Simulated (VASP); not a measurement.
# SnTe (Pm-3m) in VASP: single point with PBE

Aim: the single point of SnTe with PBE.

Program: VASP 6.6.1. These are calculated values, not measurements. Logs are shortened: lines on timing, memory, paths and dates and some standing lists are left out, and cuts for length are marked.

## Step 1: The cell of the first run

It takes space group Pm-3m (No. 221, cubic). Conventional cell: a = 3.977 Å, b = 3.977 Å, c = 3.977 Å, α = 90.00°, β = 90.00°, γ = 90.00°. Sn (site symmetry m-3m) has 8 Te at 3.44 Å and 6 Sn at 3.98 Å within 4.5 Å. Te (site symmetry m-3m) has 8 Sn at 3.44 Å and 6 Te at 3.98 Å within 4.5 Å.

## Step 2: Single point, PBE

Contents of INCAR:

```
ALGO = Normal
EDIFF = 1E-6
ENCUT = 520
GGA = PE
ISIF = 2
ISMEAR = 0
LASPH = T
LCHARG = F
LREAL = F
LWAVE = F
NBANDS = 17
NELM = 100
PREC = Accurate
SIGMA = 0.03
```

Contents of KPOINTS:

```
k-points
0
Gamma
  10 10 10
```

Contents of POSCAR:

```
SnTe
1.0
   -1.3256469313      2.6512938627      2.6512938627
    2.6512938627     -1.3256469313      2.6512938627
    2.6512938627      2.6512938627     -1.3256469313
Sn Te
1 1
Direct
    0.0000000000      0.0000000000      0.0000000000
    0.5000000000      0.5000000000      0.5000000000
```

Potentials or basis: VASP PAW PBE potentials, release 64 (Sn_d, Te).

Launch:

```sh
$ cat potpaw_PBE.64/Sn_d/POTCAR potpaw_PBE.64/Te/POTCAR > POTCAR
$ mpirun -np 1 vasp_std > vasp.out
```

OUTCAR:

```text
EDIFF = 1E-6
   ENCUT = 520
   GGA = PE
   ISIF = 2
   ISMEAR = 0
   LASPH = T
   LREAL = F
   NELM = 100
   PREC = Accurate

 ion  position               nearest neighbor table
   1  0.000  0.000  0.000-   2 3.44   2 3.44   2 3.44   2 3.44   2 3.44   2 3.44   2 3.44   2 3.44

   2  0.500  0.500  0.500-   1 3.44   1 3.44   1 3.44   1 3.44   1 3.44   1 3.44   1 3.44   1 3.44

  LATTYP: Found a simple cubic cell.
 ALAT       =     3.9769407940

  Lattice vectors:

 A1 = (  -1.3256469313,   2.6512938627,   2.6512938627)
 A2 = (   2.6512938627,  -1.3256469313,   2.6512938627)
 A3 = (   2.6512938627,   2.6512938627,  -1.3256469313)

Analysis of symmetry for initial positions (statically):
=====================================================================
 Subroutine PRICEL returns:
 Original cell was already a primitive cell.

 Routine SETGRP: Setting up the symmetry group for a
 simple cubic supercell.

 Subroutine GETGRP returns: Found 48 space group operations
 (whereof 48 operations were pure point group operations)
 out of a pool of 48 trial point group operations.

The static configuration has the point symmetry O_h .

Analysis of symmetry for dynamics (positions and initial velocities):
=====================================================================
 Subroutine PRICEL returns:
 Original cell was already a primitive cell.

 Routine SETGRP: Setting up the symmetry group for a
 simple cubic supercell.

 Subroutine GETGRP returns: Found 48 space group operations
 (whereof 48 operations were pure point group operations)
 out of a pool of 48 trial point group operations.

The dynamic configuration has the point symmetry O_h .

 Subroutine INISYM returns: Found 48 space group operations
 (whereof 48 operations are pure point group operations),
 and found     1 'primitive' translations

----------------------------------------------------------------------------------------

                                     Primitive cell

  volume of cell :      62.8995

  direct lattice vectors                    reciprocal lattice vectors
    -1.325646931  2.651293863  2.651293863    -0.083816519  0.167633038  0.167633038
     2.651293863 -1.325646931  2.651293863     0.167633038 -0.083816519  0.167633038
     2.651293863  2.651293863 -1.325646931     0.167633038  0.167633038 -0.083816519

  length of vectors
     3.976940794  3.976940794  3.976940794     0.251449557  0.251449557  0.251449557

  position of ions in fractional coordinates (direct lattice)
     0.000000000  0.000000000  0.000000000
     0.500000000  0.500000000  0.500000000

  ion indices of the primitive-cell ions
   primitive index   ion index
                 1           1
                 2           2

----------------------------------------------------------------------------------------

 KPOINTS: k-points

Automatic generation of k-mesh.
 Grid dimensions read from file:
 generate k-points for:   10   10   10

 Generating k-lattice:

  Cartesian coordinates                     Fractional coordinates (reciprocal lattice)
    -0.008381652  0.016763304  0.016763304     0.100000000  0.000000000  0.000000000
     0.016763304 -0.008381652  0.016763304     0.000000000  0.100000000  0.000000000
     0.016763304  0.016763304 -0.008381652     0.000000000  0.000000000  0.100000000

  Length of vectors
     0.025144956  0.025144956  0.025144956

  Shift w.r.t. Gamma in fractional coordinates (k-lattice)
     0.000000000  0.000000000  0.000000000

 Subroutine IBZKPT returns following result:
 ===========================================

 Found     56 irreducible k-points:

 Following reciprocal coordinates:
            Coordinates               Weight
  0.000000  0.000000  0.000000      1.000000
  0.100000  0.000000  0.000000      6.000000
  0.200000  0.000000  0.000000      6.000000
  0.300000  0.000000  0.000000      6.000000
  0.400000  0.000000  0.000000      6.000000
  0.500000  0.000000 -0.000000      3.000000
[... 16 lines left out ...]
  0.200000  0.100000  0.100000     24.000000
  0.300000  0.100000  0.100000     24.000000
 [... further k-points ...]
   k-points           NKPTS =     56   k-points in BZ     NKDIM =     56   number of bands    NBANDS=     17
   number of dos      NEDOS =    301   number of ions     NIONS =      2
   total plane-waves  NPLWV =  27000
   dimension x,y,z NGX =    30 NGY =   30 NGZ =   30
   dimension x,y,z NGXF=    60 NGYF=   60 NGZF=   60
   ions per type =               1   1
   NGX,Y,Z   is equivalent  to a cutoff of  12.54, 12.54, 12.54 a.u.
   NGXF,Y,Z  is equivalent  to a cutoff of  25.08, 25.08, 25.08 a.u.
 SYSTEM =  unknown system
   PREC   = accura    normal or accurate (medium, high low for compatibility)
   ISTART =      0    job   : 0-new  1-cont  2-samecut
   ICHARG =      2    charge: 1-file 2-atom 10-const
   ISPIN  =      1    spin polarized calculation?
   LNONCOLLINEAR =      F non collinear calculations
   LSORBIT =      F    spin-orbit coupling
   LASPH  =      T    aspherical Exc in radial PAW
   ENCUT  =  520.0 eV  38.22 Ry    6.18 a.u.   7.39  7.39  7.39*2*pi/ulx,y,z
   NELM   =    100;   NELMIN=  2; NELMDL= -5     # of ELM steps
   EDIFF  = 0.1E-05   stopping-criterion for ELM
   LREAL  =      F    real-space projection
   EDIFFG = 0.1E-04   stopping-criterion for IOM
   NSW    =      0    number of steps for IOM
   IBRION =     -1    ionic relax: 0-MD 1-quasi-New 2-CG
   NFREE  =      0    steps in history (QN), initial steepest desc. (CG)
   ISIF   =      2    stress and relaxation
   ISYM   =      2    0-nonsym 1-usesym 2-fastsym
   POTIM  = 0.5000    time-step for ionic-motion
   TEBEG  =    0.0;   TEEND  =   0.0 temperature during run
   PSTRESS=    0.0 pullay stress
   NELECT =      20.0000    total number of electrons
   NUPDOWN=      -1.0000    fix difference up-down
   EMIN   =  10.00;   EMAX   =-10.00  energy-range for DOS
   EFERMI =   0.00;   METHOD = LEGACY
   ISMEAR =     0;   SIGMA  =   0.03  broadening in eV -4-tet -1-fermi 0-gaus
   EFERMI_NEDOS =   21; number of points for ismear=-14 and -15
   IALGO  =     38    algorithm
   IMIX   =      4    mixing-type and parameters
     AMIX     =   0.40;   BMIX     =  1.00
     AMIX_MAG =   1.60;   BMIX_MAG =  1.00
  volume/ion in A,a.u.               =      31.45       212.23
  Fermi-wavevector in a.u.,A,eV,Ry     =   1.117384  2.111549 16.987507  1.248547
  Thomas-Fermi vector in A             =   2.254006
   LORBIT       =      0    0 simple, 1 ext, 2 COOP (PROOUT), +10 PAW based schemes
   GGA     = PE    functional components
   LHFCALC =     F    Hartree Fock is set to
   AEXX    =    0.0000 exact exchange contribution
   IVDW    =     0    specifies the selected vdW correction
   LEPSILON=     F    determine dielectric tensor
   LRPA    =     F    only Hartree local field effects (RPA)
 non-spin polarized calculation
 Gauss-broadening in eV      SIGMA  =   0.03
  energy-cutoff  :      520.00
  volume of cell :       62.90
 maximum number of plane-waves:      1743
 NGX is ok and might be reduce to    30
   NGX = 15   NGY = 15   NGZ = 15

 number of electron      20.0000011 magnetization

 Free energy of the ion-electron system (eV)
  ---------------------------------------------------
  ext. energy  EPLUGINS =         0.00000000
  ---------------------------------------------------
  free energy    TOTEN  =        -7.05498682 eV

  energy without entropy =       -7.05417219  energy(sigma->0) =       -7.05457950

 E-fermi :   6.3274     XC(G=0):  -9.6281

 val. band max:        6.3176971393   @ k =   0.5000   0.2000  -0.0000
 cond. band min:       6.3419091835   @ k =   0.4000   0.3000  -0.0000
 fundamental gap:      0.0242120442
 Fermi energy:         6.3273995599

 k-point     1 :       0.0000    0.0000    0.0000
  band No.  band energies     occupation
      1     -15.2617      2.00000
      2     -15.2617      2.00000
      3     -15.2301      2.00000
      4     -15.2301      2.00000
      5     -15.2301      2.00000
      6      -5.5581      2.00000
[... 9 lines left out ...]
     16      17.0568      0.00000
     17      17.0635      0.00000

 k-point     2 :       0.1000    0.0000    0.0000
  band No.  band energies     occupation
      1     -15.2616      2.00000
      2     -15.2592      2.00000
      3     -15.2309      2.00000
      4     -15.2309      2.00000
      5     -15.2300      2.00000
      6      -5.4865      2.00000
[... 9 lines left out ...]
     16      16.7544      0.00000
     17      16.7544      0.00000

 k-point     3 :       0.2000    0.0000    0.0000
  band No.  band energies     occupation
      1     -15.2613      2.00000
      2     -15.2526      2.00000
      3     -15.2329      2.00000
      4     -15.2329      2.00000
      5     -15.2299      2.00000
      6      -5.2804      2.00000
[... 9 lines left out ...]
     16      15.6179      0.00000
     17      16.6250      0.00000

 k-point     4 :       0.3000    0.0000    0.0000
  band No.  band energies     occupation
      1     -15.2610      2.00000
      2     -15.2445      2.00000
      3     -15.2355      2.00000
      4     -15.2355      2.00000
      5     -15.2297      2.00000
      6      -4.9735      2.00000
[... 9 lines left out ...]
     16      14.3452      0.00000
     17      16.8946      0.00000

 k-point     5 :       0.4000    0.0000    0.0000
  band No.  band energies     occupation
      1     -15.2608      2.00000
      2     -15.2380      2.00000
      3     -15.2376      2.00000
      4     -15.2376      2.00000
      5     -15.2296      2.00000
      6      -4.6535      2.00000
[... 9 lines left out ...]
     16      16.1971      0.00000
     17      17.4851      0.00000

 k-point     6 :       0.5000    0.0000   -0.0000
  band No.  band energies     occupation
      1     -15.2607      2.00000
      2     -15.2383      2.00000
      3     -15.2383      2.00000
      4     -15.2355      2.00000
      5     -15.2295      2.00000
      6      -4.5016      2.00000
[... 9 lines left out ...]
     16      18.1161      0.00000
     17      18.3014      0.00000

 k-point     7 :       0.1000    0.1000   -0.0000
  band No.  band energies     occupation
      1     -15.2603      2.00000
      2     -15.2579      2.00000
      3     -15.2317      2.00000
      4     -15.2309      2.00000
      5     -15.2307      2.00000
      6      -5.4156      2.00000
[... 9 lines left out ...]
     16      15.9789      0.00000
     17      16.1262      0.00000

 k-point     8 :       0.2000    0.1000    0.0000
  band No.  band energies     occupation
      1     -15.2596      2.00000
      2     -15.2518      2.00000
      3     -15.2338      2.00000
      4     -15.2329      2.00000
      5     -15.2306      2.00000
      6      -5.2117      2.00000
[... 9 lines left out ...]
     16      15.3311      0.00000
     17      15.7696      0.00000
[... 203 lines left out ...]
      1     -15.2488      2.00000
      2     -15.2478      2.00000
      3     -15.2364      2.00000
      4     -15.2363      2.00000
      5     -15.2250      2.00000
      6      -3.9949      2.00000
[... 9 lines left out ...]
     16      13.9795      0.00000
     17      14.5003      0.00000

 k-point    20 :       0.5000    0.4000    0.0000
  band No.  band energies     occupation
      1     -15.2489      2.00000
      2     -15.2482      2.00000
      3     -15.2370      2.00000
      4     -15.2362      2.00000
      5     -15.2229      2.00000
      6      -3.9047      2.00000
[... 9 lines left out ...]
     16      13.8677      0.00000
     17      13.9646      0.00000

 k-point    21 :       0.5000    0.5000    0.0000
  band No.  band energies     occupation
      1     -15.2501      2.00000
      2     -15.2475      2.00000
      3     -15.2369      2.00000
      4     -15.2369      2.00000
      5     -15.2210      2.00000
      6      -3.8259      2.00000
[... 9 lines left out ...]
     16      13.6458      0.00000
     17      13.6458      0.00000

 k-point    22 :       0.1000    0.1000    0.1000
  band No.  band energies     occupation
      1     -15.2578      2.00000
      2     -15.2578      2.00000
      3     -15.2318      2.00000
      4     -15.2315      2.00000
      5     -15.2315      2.00000
      6      -5.3454      2.00000
[... 9 lines left out ...]
     16      15.9318      0.00000
     17      15.9318      0.00000

 k-point    23 :       0.2000    0.1000    0.1000
  band No.  band energies     occupation
      1     -15.2575      2.00000
      2     -15.2512      2.00000
      3     -15.2339      2.00000
      4     -15.2336      2.00000
      5     -15.2314      2.00000
      6      -5.1438      2.00000
[... 9 lines left out ...]
     16      15.3438      0.00000
     17      15.6234      0.00000

 k-point    24 :       0.3000    0.1000    0.1000
  band No.  band energies     occupation
      1     -15.2572      2.00000
      2     -15.2431      2.00000
      3     -15.2365      2.00000
      4     -15.2363      2.00000
      5     -15.2312      2.00000
      6      -4.8456      2.00000
[... 9 lines left out ...]
     16      14.9452      0.00000
     17      15.0163      0.00000

 [... further k-points ...]
[... 5 lines left out ...]
  --------------------------------------------------------------------------------------
  -------------------------------------------------------------------------------------
  Total       -0.9749734     -0.9749734     -0.9749734     -0.0000000     -0.0000000     -0.0000000
  in kB      -24.8345321    -24.8345321    -24.8345321     -0.0000000     -0.0000000     -0.0000000
  external PRESSURE =     -24.8345321 kB  Pullay stress =       0.0000000 kB

 VOLUME and BASIS-vectors are now :
 -----------------------------------------------------------------------------
  energy-cutoff  :      520.00
  volume of cell :       62.90
      direct lattice vectors                 reciprocal lattice vectors
    -1.325646931  2.651293863  2.651293863    -0.083816519  0.167633038  0.167633038
     2.651293863 -1.325646931  2.651293863     0.167633038 -0.083816519  0.167633038
     2.651293863  2.651293863 -1.325646931     0.167633038  0.167633038 -0.083816519

 POSITION                                       TOTAL-FORCE (eV/Angst)
 -----------------------------------------------------------------------------------
      0.00000      0.00000      0.00000        -0.000000      0.000000      0.000000
      1.98847      1.98847      1.98847         0.000000      0.000000     -0.000000
 -----------------------------------------------------------------------------------
    total drift:                               -0.000000      0.000000     -0.000000

  FREE ENERGIE OF THE ION-ELECTRON SYSTEM (eV)
  ---------------------------------------------------
  free  energy   TOTEN  =        -7.0549868153 eV

  energy  without entropy=       -7.0541721894  energy(sigma->0) =       -7.05457950
```

Wall time 40 s (1 thread of Intel Xeon Platinum 8259CL at 2.50GHz (Skylake/Cascade Lake), shared host); peak memory 0.21 GiB.

Results:

```yaml
Free_energy: -7.0550 eV
Pressure: -2.5 GPa
Band_gap_on_the_k_mesh: zero (band 10 reaches 6.66 eV, above the bottom of band 11 at 5.27 eV)
```

Levels at points of the mesh, in eV from the Fermi level:
| k point | band 8 | band 9 | band 10 | band 11 | band 12 | band 13 |
| --- | --- | --- | --- | --- | --- | --- |
| (0.00, 0.00, 0.00) | -1.53 | -1.53 | -1.53 | 3.77 | 3.77 | 5.06 |
| (0.50, 0.00, 0.00) | -0.17 | -0.17 | -0.09 | 0.19 | 2.19 | 2.19 |
| (0.50, 0.50, 0.00) | -4.37 | -4.37 | 0.33 | 3.27 | 3.67 | 3.67 |
| (0.50, 0.50, 0.50) | -2.57 | -2.57 | -2.57 | -1.06 | -1.06 | -1.06 |

Caveat: spin-orbit coupling is left out, which moves the levels of the heavy elements.
